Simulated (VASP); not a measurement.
Wanted: the native input for a VASP 6.6.1 run.

```yaml
Task: single point
Functional: PBEsol
Potentials_or_basis: VASP PAW PBE potentials, release 64 (Pb_d, Se)
Cutoff: 520 eV
k_mesh: 6 × 6 × 4
Occupations: gaussian, width 0.01 eV
Spin: no spin polarisation
Dipole_correction: no
Further_INCAR_settings: ALGO = Normal; EDIFF = 1e-07; NBANDS = 28
```

The structure of PbSe lies in POSCAR:

```
PbSe
1.0
    2.2378367968     -6.3700970872      0.0000000000
    2.2378367968      6.3700970872      0.0000000000
    0.0000000000      0.0000000000      4.6218323225
Pb Se
2 2
Direct
    0.6317607300      0.3682392700      0.7500000000
    0.3682392700      0.6317607300      0.2500000000
    0.8612899600      0.1387100400      0.7500000000
    0.1387100400      0.8612899600      0.2500000000
```

One way to write it, as run:

INCAR

```
SYSTEM = PbSe
ALGO     = Normal         ! electronic algorithm
EDIFF    = 1E-7           ! SCF threshold, eV
ENCUT    = 520            ! plane-wave cutoff, eV
GGA      = PS             ! functional
ISIF     = 2              ! what is computed and relaxed
ISMEAR   = 0              ! smearing method
LASPH    = .True.         ! aspherical terms in the spheres
LCHARG   = .False.        ! write CHGCAR
LREAL    = .False.        ! projectors in reciprocal space
LWAVE    = .False.        ! write WAVECAR
NBANDS   = 28             ! bands
NELM     = 80             ! most SCF steps
PREC     = Accurate       ! precision mode
SIGMA    = 0.01           ! smearing width, eV
```

KPOINTS

```
k-points
0
Gamma
  6 6 4
  0 0 0
```

Potentials or basis: VASP PAW PBE potentials, release 64 (Pb_d, Se).

Run with:

```console
$ cat potpaw_PBE.64/Pb_d/POTCAR potpaw_PBE.64/Se/POTCAR > POTCAR
$ mpirun -np 1 vasp_std > vasp.out
```

Results of the run:

```yaml
Pressure: -5.6 GPa
Largest_force: 0.519 eV/Å
Band_gap_on_the_k_mesh: 1.21 eV, indirect (least direct gap 1.34 eV)
```

Caveat: the PAW data sets were made with another functional, which shifts forces and pressure a little; spin-orbit coupling is left out, which moves the levels of the heavy elements.

It took 7.8 min on 1 thread of AMD EPYC 7R13 (shared host), peak memory 0.32 GiB.
